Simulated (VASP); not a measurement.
# HgTe in VASP: notebook

Runs on HgTe. Level: PBEsol. Tasks: single point.

Program: VASP 6.6.1. These are calculated values, not measurements. Logs are shortened: lines on timing, memory, paths and dates and some standing lists are left out, and cuts for length are marked.

## 1. The cell of the first run

It takes space group F-43m (No. 216, cubic). The conventional cell has a = 6.573 Å, b = 6.573 Å, c = 6.573 Å, α = 90.00°, β = 90.00°, γ = 90.00°. Hg (site symmetry -43m) has 4 Te at 2.85 Å within 3.8 Å. Within 3.8 Å of Te (site symmetry -43m) lie 4 Hg at 2.85 Å.

## 2. Single point, PBEsol (volume scaled by 1.06)

File INCAR:

```
SYSTEM = HgTe
ALGO     = Normal         ! electronic algorithm
EDIFF    = 1E-7           ! SCF threshold, eV
ENCUT    = 520            ! plane-wave cutoff, eV
GGA      = PS             ! functional
ISIF     = 2              ! what is computed and relaxed
ISMEAR   = -1             ! smearing method
LASPH    = .TRUE.         ! aspherical terms in the spheres
LCHARG   = .FALSE.        ! write CHGCAR
LREAL    = .FALSE.        ! projectors in reciprocal space
LWAVE    = .FALSE.        ! write WAVECAR
NBANDS   = 16             ! bands
NELM     = 60             ! most SCF steps
PREC     = Accurate       ! precision mode
SIGMA    = 0.05           ! smearing width, eV
```

File KPOINTS:

```
k-points
0
G
  9 9 9
  0 0 0
```

File POSCAR:

```
HgTe
1.0
    0.0000000000      3.2867219331      3.2867219331
    3.2867219331      0.0000000000      3.2867219331
    3.2867219331      3.2867219331      0.0000000000
Hg Te
1 1
Direct
    0.0000000000      0.0000000000      0.0000000000
    0.7500000000      0.7500000000      0.7500000000
```

Potentials or basis: VASP PAW PBE potentials, release 64 (Hg, Te).

On the command line:

```
cat potpaw_PBE.64/Hg/POTCAR potpaw_PBE.64/Te/POTCAR > POTCAR
mpirun -np 1 vasp_std > vasp.out
```

OUTCAR:

```text
SYSTEM = HgTe
   EDIFF = 1E-7
   ENCUT = 520
   GGA = PS
   ISIF = 2
   ISMEAR = -1
   LASPH = .TRUE.
   LREAL = .FALSE.
   NELM = 60
   PREC = Accurate

 ion  position               nearest neighbor table
   1  0.000  0.000  0.000-   2 2.85   2 2.85   2 2.85   2 2.85
   2  0.750  0.750  0.750-   1 2.85   1 2.85   1 2.85   1 2.85

  LATTYP: Found a face centered cubic cell.
 ALAT       =     6.5734438662

  Lattice vectors:

 A1 = (   0.0000000000,   3.2867219331,   3.2867219331)
 A2 = (   3.2867219331,   0.0000000000,   3.2867219331)
 A3 = (   3.2867219331,   3.2867219331,   0.0000000000)

Analysis of symmetry for initial positions (statically):
=====================================================================
 Subroutine PRICEL returns:
 Original cell was already a primitive cell.

 Routine SETGRP: Setting up the symmetry group for a
 face centered cubic supercell.

 Subroutine GETGRP returns: Found 24 space group operations
 (whereof 24 operations were pure point group operations)
 out of a pool of 48 trial point group operations.

The static configuration has the point symmetry T_d .

Analysis of symmetry for dynamics (positions and initial velocities):
=====================================================================
 Subroutine PRICEL returns:
 Original cell was already a primitive cell.

 Routine SETGRP: Setting up the symmetry group for a
 face centered cubic supercell.

 Subroutine GETGRP returns: Found 24 space group operations
 (whereof 24 operations were pure point group operations)
 out of a pool of 48 trial point group operations.

The dynamic configuration has the point symmetry T_d .

 Subroutine INISYM returns: Found 24 space group operations
 (whereof 24 operations are pure point group operations),
 and found     1 'primitive' translations

----------------------------------------------------------------------------------------

                                     Primitive cell

  volume of cell :      71.0099

  direct lattice vectors                    reciprocal lattice vectors
     0.000000000  3.286721933  3.286721933    -0.152127259  0.152127259  0.152127259
     3.286721933  0.000000000  3.286721933     0.152127259 -0.152127259  0.152127259
     3.286721933  3.286721933  0.000000000     0.152127259  0.152127259 -0.152127259

  length of vectors
     4.648126734  4.648126734  4.648126734     0.263492142  0.263492142  0.263492142

  position of ions in fractional coordinates (direct lattice)
     0.000000000  0.000000000  0.000000000
     0.750000000  0.750000000  0.750000000

  ion indices of the primitive-cell ions
   primitive index   ion index
                 1           1
                 2           2

----------------------------------------------------------------------------------------

 KPOINTS: k-points

Automatic generation of k-mesh.
 Grid dimensions read from file:
 generate k-points for:    9    9    9

 Generating k-lattice:

  Cartesian coordinates                     Fractional coordinates (reciprocal lattice)
    -0.016903029  0.016903029  0.016903029     0.111111111  0.000000000  0.000000000
     0.016903029 -0.016903029  0.016903029     0.000000000  0.111111111  0.000000000
     0.016903029  0.016903029 -0.016903029     0.000000000  0.000000000  0.111111111

  Length of vectors
     0.029276905  0.029276905  0.029276905

  Shift w.r.t. Gamma in fractional coordinates (k-lattice)
     0.000000000  0.000000000  0.000000000

 Subroutine IBZKPT returns following result:
 ===========================================

 Found     35 irreducible k-points:

 Following reciprocal coordinates:
            Coordinates               Weight
  0.000000  0.000000  0.000000      1.000000
  0.111111  0.000000  0.000000      8.000000
  0.222222  0.000000  0.000000      8.000000
  0.333333  0.000000  0.000000      8.000000
  0.444444  0.000000  0.000000      8.000000
  0.111111  0.111111  0.000000      6.000000
[... 16 lines left out ...]
 -0.333333  0.333333  0.000000     12.000000
  0.444444  0.444444  0.000000      6.000000
 [... further k-points ...]
   k-points           NKPTS =     35   k-points in BZ     NKDIM =     35   number of bands    NBANDS=     16
   number of dos      NEDOS =    301   number of ions     NIONS =      2
   total plane-waves  NPLWV =  46656
   dimension x,y,z NGX =    36 NGY =   36 NGZ =   36
   dimension x,y,z NGXF=    72 NGYF=   72 NGZF=   72
   ions per type =               1   1
   NGX,Y,Z   is equivalent  to a cutoff of  12.88, 12.88, 12.88 a.u.
   NGXF,Y,Z  is equivalent  to a cutoff of  25.75, 25.75, 25.75 a.u.
 SYSTEM =  HgTe
   PREC   = accura    normal or accurate (medium, high low for compatibility)
   ISTART =      0    job   : 0-new  1-cont  2-samecut
   ICHARG =      2    charge: 1-file 2-atom 10-const
   ISPIN  =      1    spin polarized calculation?
   LNONCOLLINEAR =      F non collinear calculations
   LSORBIT =      F    spin-orbit coupling
   LASPH  =      T    aspherical Exc in radial PAW
   ENCUT  =  520.0 eV  38.22 Ry    6.18 a.u.   8.64  8.64  8.64*2*pi/ulx,y,z
   NELM   =     60;   NELMIN=  2; NELMDL= -5     # of ELM steps
   EDIFF  = 0.1E-06   stopping-criterion for ELM
   LREAL  =      F    real-space projection
   EDIFFG = 0.1E-05   stopping-criterion for IOM
   NSW    =      0    number of steps for IOM
   IBRION =     -1    ionic relax: 0-MD 1-quasi-New 2-CG
   NFREE  =      0    steps in history (QN), initial steepest desc. (CG)
   ISIF   =      2    stress and relaxation
   ISYM   =      2    0-nonsym 1-usesym 2-fastsym
   POTIM  = 0.5000    time-step for ionic-motion
   TEBEG  =    0.0;   TEEND  =   0.0 temperature during run
   PSTRESS=    0.0 pullay stress
   NELECT =      18.0000    total number of electrons
   NUPDOWN=      -1.0000    fix difference up-down
   EMIN   =  10.00;   EMAX   =-10.00  energy-range for DOS
   EFERMI =   0.00;   METHOD = LEGACY
   ISMEAR =    -1;   SIGMA  =   0.05  broadening in eV -4-tet -1-fermi 0-gaus
   EFERMI_NEDOS =   21; number of points for ismear=-14 and -15
   IALGO  =     38    algorithm
   IMIX   =      4    mixing-type and parameters
     AMIX     =   0.40;   BMIX     =  1.00
     AMIX_MAG =   1.60;   BMIX_MAG =  1.00
  volume/ion in A,a.u.               =      35.50       239.60
  Fermi-wavevector in a.u.,A,eV,Ry     =   1.036079  1.957905 14.605295  1.073459
  Thomas-Fermi vector in A             =   2.170452
   LORBIT       =      0    0 simple, 1 ext, 2 COOP (PROOUT), +10 PAW based schemes
   GGA     = PS    functional components
   LHFCALC =     F    Hartree Fock is set to
   AEXX    =    0.0000 exact exchange contribution
   IVDW    =     0    specifies the selected vdW correction
   LEPSILON=     F    determine dielectric tensor
   LRPA    =     F    only Hartree local field effects (RPA)
 non-spin polarized calculation
  energy-cutoff  :      520.00
  volume of cell :       71.01
 maximum number of plane-waves:      1932
   NGX = 17   NGY = 17   NGZ = 17

 number of electron      18.0000001 magnetization

 Free energy of the ion-electron system (eV)
  ---------------------------------------------------
  ext. energy  EPLUGINS =         0.00000000
  ---------------------------------------------------
  free energy    TOTEN  =        -4.37057833 eV

  energy without entropy =       -4.37008370  energy(sigma->0) =       -4.37033101

 E-fermi :   2.5039     XC(G=0):  -8.7083

 val. band max:        2.4346482013   @ k =   0.0000   0.0000   0.0000
 cond. band min:       2.9410767675   @ k =   0.1111   0.0000   0.0000
 fundamental gap:      0.5064285662
 Fermi energy:         2.5038800576

 k-point     1 :       0.0000    0.0000    0.0000
  band No.  band energies     occupation
      1      -9.2393      2.00000
      2      -4.6274      2.00000
      3      -4.6274      2.00000
      4      -4.6274      2.00000
      5      -4.1510      2.00000
      6      -4.1510      2.00000
[... 8 lines left out ...]
     15      11.8979      0.00000
     16      11.8979      0.00000

 k-point     2 :       0.1111    0.0000    0.0000
  band No.  band energies     occupation
      1      -9.1836      2.00000
      2      -4.6119      2.00000
      3      -4.6119      2.00000
      4      -4.6055      2.00000
      5      -4.1525      2.00000
      6      -4.1525      2.00000
[... 8 lines left out ...]
     15      11.1877      0.00000
     16      11.1877      0.00000

 k-point     3 :       0.2222    0.0000    0.0000
  band No.  band energies     occupation
      1      -9.0372      2.00000
      2      -4.5750      2.00000
      3      -4.5750      2.00000
      4      -4.5159      2.00000
      5      -4.1529      2.00000
      6      -4.1529      2.00000
[... 8 lines left out ...]
     15      10.8534      0.00000
     16      10.8534      0.00000

 k-point     4 :       0.3333    0.0000    0.0000
  band No.  band energies     occupation
      1      -8.8608      2.00000
      2      -4.5384      2.00000
      3      -4.5384      2.00000
      4      -4.3023      2.00000
      5      -4.1452      2.00000
      6      -4.1452      2.00000
[... 8 lines left out ...]
     15      11.2299      0.00000
     16      11.2299      0.00000

 k-point     5 :       0.4444    0.0000    0.0000
  band No.  band energies     occupation
      1      -8.7396      2.00000
      2      -4.5188      2.00000
      3      -4.5188      2.00000
      4      -4.1344      2.00000
      5      -4.1344      2.00000
      6      -3.9693      2.00000
[... 8 lines left out ...]
     15      12.1132      0.00000
     16      12.1132      0.00000

 k-point     6 :       0.1111    0.1111    0.0000
  band No.  band energies     occupation
      1      -9.1650      2.00000
      2      -4.6174      2.00000
      3      -4.5973      2.00000
      4      -4.5973      2.00000
      5      -4.1618      2.00000
      6      -4.1445      2.00000
[... 8 lines left out ...]
     15      10.3723      0.00000
     16      11.9635      0.00000

 k-point     7 :       0.2222    0.1111    0.0000
  band No.  band energies     occupation
      1      -9.0483      2.00000
      2      -4.5883      2.00000
      3      -4.5589      2.00000
      4      -4.5397      2.00000
      5      -4.1684      2.00000
      6      -4.1390      2.00000
[... 8 lines left out ...]
     15      10.8311      0.00000
     16      11.6247      0.00000

 k-point     8 :       0.3333    0.1111    0.0000
  band No.  band energies     occupation
      1      -8.8807      2.00000
      2      -4.5465      2.00000
      3      -4.5189      2.00000
      4      -4.3854      2.00000
      5      -4.1564      2.00000
      6      -4.1324      2.00000
[... 8 lines left out ...]
     15      11.0589      0.00000
     16      11.7686      0.00000

 k-point     9 :       0.4444    0.1111    0.0000
  band No.  band energies     occupation
      1      -8.7392      2.00000
      2      -4.5173      2.00000
      3      -4.4967      2.00000
      4      -4.1889      2.00000
      5      -4.1282      2.00000
      6      -4.0318      2.00000
[... 8 lines left out ...]
     15      11.5879      0.00000
     16      12.4163      0.00000
[... 172 lines left out ...]
 k-point    19 :      -0.2222    0.2222    0.0000
  band No.  band energies     occupation
      1      -8.7964      2.00000
      2      -4.5112      2.00000
      3      -4.5004      2.00000
      4      -4.2998      2.00000
      5      -4.1697      2.00000
      6      -4.1041      2.00000
[... 8 lines left out ...]
     15      11.8867      0.00000
     16      12.3758      0.00000

 k-point    20 :       0.3333    0.3333    0.0000
  band No.  band energies     occupation
      1      -8.7302      2.00000
      2      -4.4881      2.00000
      3      -4.4109      2.00000
      4      -4.4109      2.00000
      5      -4.1110      2.00000
      6      -4.1091      2.00000
[... 8 lines left out ...]
     15      12.4238      0.00000
     16      13.7542      0.00000

 k-point    21 :       0.4444    0.3333    0.0000
  band No.  band energies     occupation
      1      -8.6266      2.00000
      2      -4.4605      2.00000
      3      -4.3753      2.00000
      4      -4.3454      2.00000
      5      -4.1062      2.00000
      6      -3.9634      2.00000
[... 8 lines left out ...]
     15      12.7525      0.00000
     16      13.7467      0.00000

 k-point    22 :      -0.4444    0.3333    0.0000
  band No.  band energies     occupation
      1      -8.5704      2.00000
      2      -4.4528      2.00000
      3      -4.3744      2.00000
      4      -4.2696      2.00000
      5      -4.1201      2.00000
      6      -3.7414      2.00000
[... 8 lines left out ...]
     15      12.3166      0.00000
     16      13.8082      0.00000

 k-point    23 :      -0.3333    0.3333    0.0000
  band No.  band energies     occupation
      1      -8.5895      2.00000
      2      -4.4619      2.00000
      3      -4.4086      2.00000
      4      -4.2035      2.00000
      5      -4.1431      2.00000
      6      -3.7554      2.00000
[... 8 lines left out ...]
     15      11.3900      0.00000
     16      14.0134      0.00000

 k-point    24 :       0.4444    0.4444    0.0000
  band No.  band energies     occupation
      1      -8.5655      2.00000
      2      -4.4527      2.00000
      3      -4.3343      2.00000
      4      -4.3343      2.00000
      5      -4.0967      2.00000
      6      -3.8432      2.00000
[... 8 lines left out ...]
     15      12.6556      0.00000
     16      14.0124      0.00000

 [... further k-points ...]
[... 5 lines left out ...]
  --------------------------------------------------------------------------------------
  -------------------------------------------------------------------------------------
  Total       -0.4657718     -0.4657718     -0.4657718     -0.0000000     -0.0000000      0.0000000
  in kB      -10.5090838    -10.5090838    -10.5090838     -0.0000000     -0.0000000      0.0000000
  external PRESSURE =     -10.5090838 kB  Pullay stress =       0.0000000 kB

 VOLUME and BASIS-vectors are now :
 -----------------------------------------------------------------------------
  energy-cutoff  :      520.00
  volume of cell :       71.01
      direct lattice vectors                 reciprocal lattice vectors
     0.000000000  3.286721933  3.286721933    -0.152127259  0.152127259  0.152127259
     3.286721933  0.000000000  3.286721933     0.152127259 -0.152127259  0.152127259
     3.286721933  3.286721933  0.000000000     0.152127259  0.152127259 -0.152127259

 POSITION                                       TOTAL-FORCE (eV/Angst)
 -----------------------------------------------------------------------------------
      0.00000      0.00000      0.00000        -0.000000      0.000000      0.000000
      4.93008      4.93008      4.93008         0.000000     -0.000000     -0.000000
 -----------------------------------------------------------------------------------
    total drift:                                0.000000      0.000000      0.000000

  FREE ENERGIE OF THE ION-ELECTRON SYSTEM (eV)
  ---------------------------------------------------
  free  energy   TOTEN  =        -4.3705783287 eV

  energy  without entropy=       -4.3700836957  energy(sigma->0) =       -4.37033101
```

It took 15 s on 1 thread of Intel Xeon 6975P-C (Granite Rapids), shared host; peak memory 0.22 GiB.

Results:

```yaml
Free_energy: -4.3706 eV
Pressure: -1.1 GPa
Band_gap_on_the_k_mesh: zero (filled and empty bands touch)
```

Caveat: the PAW data sets were made with another functional, which shifts forces and pressure a little; spin-orbit coupling is left out, which moves the levels of the heavy elements.

(Part 1 of 2 ends here.)
